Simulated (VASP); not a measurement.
Set up this calculation in VASP 6.6.1, as the native input.

- Task: single point
- Functional: r2SCAN
- Potentials or basis: VASP PAW PBE potentials, release 64 (Cu)
- Cutoff: 520 eV
- k mesh: 6 × 6 × 6
- Occupations: gaussian, width 0.1 eV
- Spin: no spin polarisation
- Dipole correction: no
- Further INCAR settings: ALGO = Normal; EDIFF = 1e-06; NBANDS = 12

Cu:

```
Cu
1.0
    -1.44716    1.43374    1.36013
     1.44725   -1.43990    1.36668
     1.46384    1.45658   -1.36658
Cu
1
Direct
  0.99823 0.97807 0.02493
```

The input as run:

POSCAR

```
Cu
1.0
   -1.4471553690      1.4337440392      1.3601266570
    1.4472463215     -1.4399025159      1.3666790560
    1.4638359032      1.4565830501     -1.3665836942
Cu
1
Direct
   -0.0017728543     -0.0219278576      0.0249258529
```

INCAR.step1

```
ALGO = Normal
EDIFF = 1E-4
ENCUT = 520
GGA = PE
ISMEAR = 0
LASPH = T
LCHARG = F
LREAL = F
LWAVE = T
NBANDS = 12
NELM = 60
PREC = Accurate
SIGMA = 0.1
```

INCAR.step2

```
ALGO = Normal
EDIFF = 1E-6
ENCUT = 520
ISIF = 2
ISMEAR = 0
ISTART = 1
LASPH = T
LCHARG = T
LELF = T
LMIXTAU = T
LREAL = F
LVHAR = T
LWAVE = F
METAGGA = R2SCAN
NBANDS = 12
NELM = 60
PREC = Accurate
SIGMA = 0.1
```

KPOINTS

```
k-points
0
Gamma
  6 6 6
```

Potentials or basis: VASP PAW PBE potentials, release 64 (Cu).

Command:

```sh
$ cat potpaw_PBE.64/Cu/POTCAR > POTCAR
$ cp INCAR.step1 INCAR
$ mpirun -np 1 vasp_std > vasp.out
$ cp INCAR.step2 INCAR
$ mpirun -np 1 vasp_std > vasp.out
```

Results of the run:

* Pressure: 1.3 GPa

Caveat: the k points lie up to 0.53 Å⁻¹ apart; the PAW data sets were made with another functional, which shifts forces and pressure a little.

Wall time 69 s on 1 thread of AMD EPYC 7R43 64-Core Processor (Zen 3) (shared host), peak memory 0.09 GiB.
